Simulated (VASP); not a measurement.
A run of VASP 6.6.1 is set up as follows.

Contents of INCAR:

```
SYSTEM = MgO
ALGO     = Normal         ! electronic algorithm
EDIFF    = 1E-6           ! SCF threshold, eV
ENCUT    = 520            ! plane-wave cutoff, eV
GGA      = PE             ! functional
ISIF     = 2              ! what is computed and relaxed
ISMEAR   = 0              ! smearing method
LASPH    = .True.         ! aspherical terms in the spheres
LCHARG   = .False.        ! write CHGCAR
LREAL    = .False.        ! projectors in reciprocal space
LWAVE    = .False.        ! write WAVECAR
NBANDS   = 11             ! bands
NELM     = 80             ! most SCF steps
PREC     = Accurate       ! precision mode
SIGMA    = 0.05           ! smearing width, eV
```

The input KPOINTS:

```
k-points
0
Gamma
  12 12 8
  0 0 0
```

The input POSCAR:

```
MgO
1.0
    2.9377244759      0.0000000000      0.0000000000
   -1.4688622380      2.5823061858      0.0000000000
    0.0000000000      0.0000000000      2.6797873418
Mg O
1 1
Direct
    0.0000000000      0.0000000000      0.0000000000
    0.3333333333      0.6666666667      0.5000000000
```

Potentials or basis: VASP PAW PBE potentials, release 64 (Mg, O).

Command:

```console
$ cat potpaw_PBE.64/Mg/POTCAR potpaw_PBE.64/O/POTCAR > POTCAR
$ mpirun -np 1 vasp_std > vasp.out
```

What does it give for the band gap on the k mesh?

2.85 eV, indirect (least direct gap 3.23 eV).

Estimate the largest force.

0.005 eV/Å.

What does it give for the pressure?

-2.4 GPa.

Stress tensor (GPa, compression positive):
```
-1.78  0.00  0.00
 0.00 -5.27  0.00
 0.00  0.00 -0.28
```

Caveat: the cell differs from its parent crystal (strain +0.0150 x Voigt [0, 1, 0, 0, 0, 0]). A k mesh can miss the band edges.
